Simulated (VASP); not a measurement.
Write the native input for VASP 6.6.1 that does the following.

| Item | Value |
| --- | --- |
| Task | single point |
| Functional | revPBE |
| Potentials or basis | VASP PAW PBE potentials, release 64 (Ba_sv, Ca_sv, Be) |
| Cutoff | 520 eV |
| k mesh | 4 × 4 × 2 |
| Occupations | gaussian, width 0.013 eV |
| Spin | no spin polarisation |
| Dipole correction | no |
| Further INCAR settings | ALGO = Normal; EDIFF = 1e-06; NBANDS = 45 |

The structure of Ba2CaBe2 lies in POSCAR:

```
Ba2CaBe2
1.0
    4.6280070000      0.0000000000      0.0000000000
    0.0000000000      4.6280070000      0.0000000000
    0.0000000000      0.0000000000     11.4203560000
Ba Ca Be
4 2 4
Direct
    0.2500000000      0.2500000000      0.3680000000
    0.7500000000      0.7500000000      0.6320000000
    0.7500000000      0.2500000000      0.0000000000
    0.2500000000      0.7500000000      0.0000000000
    0.2500000000      0.2500000000      0.7490000000
    0.7500000000      0.7500000000      0.2510000000
    0.2500000000      0.2500000000      0.1080000000
    0.7500000000      0.7500000000      0.8920000000
    0.7500000000      0.2500000000      0.5000000000
    0.2500000000      0.7500000000      0.5000000000
```

The input as run:

INCAR

```
SYSTEM = Ba2CaBe2
ALGO = Normal ; EDIFF = 1E-6
ENCUT = 520 ; GGA = RE
ISIF = 2 ; ISMEAR = 0
LASPH = .TRUE. ; LCHARG = .FALSE.
LREAL = .FALSE. ; LWAVE = .FALSE.
NBANDS = 45 ; NELM = 60
PREC = Accurate ; SIGMA = 0.013
```

KPOINTS

```
k-points
0
G
  4 4 2
  0 0 0
```

Potentials or basis: VASP PAW PBE potentials, release 64 (Ba_sv, Ca_sv, Be).

Run with:

```sh
$ cat potpaw_PBE.64/Ba_sv/POTCAR potpaw_PBE.64/Ca_sv/POTCAR potpaw_PBE.64/Be/POTCAR > POTCAR
$ mpirun -np 1 vasp_std > vasp.out
```

Results of the run:

- Pressure: 15.4 GPa
- Largest force: 2.637 eV/Å
- Band gap on the k mesh: zero (bands 34 and 35 overlap by 1.02 eV)

Caveat: the cell stands under pressure; the PAW data sets were made with another functional, which shifts forces and pressure a little; spin-orbit coupling is left out, which moves the levels of the heavy elements.

It took 4.4 min on 1 thread of Intel Xeon 8259CL (shared host), peak memory 0.4 GiB.
